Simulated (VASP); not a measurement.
Here is a VASP 6.6.1 calculation.

File INCAR:

```
SYSTEM = V
PREC = Accurate
ENCUT = 520
EDIFF = 1E-7
ISMEAR = 0
SIGMA = 0.1
LREAL = .False.
LASPH = .True.
NELM = 100
ALGO = Normal
ISIF = 2
LWAVE = .False.
LCHARG = .True.
GGA = PS
LELF = .True.
LVHAR = .True.
NBANDS = 12
```

KPOINTS

```
regular mesh
0
Gamma
  20 20 20
  0 0 0
```

POSCAR

```
V
1.0
   -1.4793523641      1.4793523641      1.4793523641
    1.4793523641     -1.4793523641      1.4793523641
    1.4793523641      1.4793523641     -1.4793523641
V
1
Direct
    0.0000000000      0.0000000000      0.0000000000
```

Potentials or basis: VASP PAW PBE potentials, release 64 (V_sv).

Command:

```console
$ cat potpaw_PBE.64/V_sv/POTCAR > POTCAR
$ mpirun -np 1 vasp_std > vasp.out
```

Task: Predict the pressure.

Result: 0.3 GPa.

Task: What does it give for the band gap on the k mesh?

Result: Zero (an odd number of electrons rules out a gap without spin polarisation).

Caveat: the PAW data sets were made with another functional, which shifts forces and pressure a little.
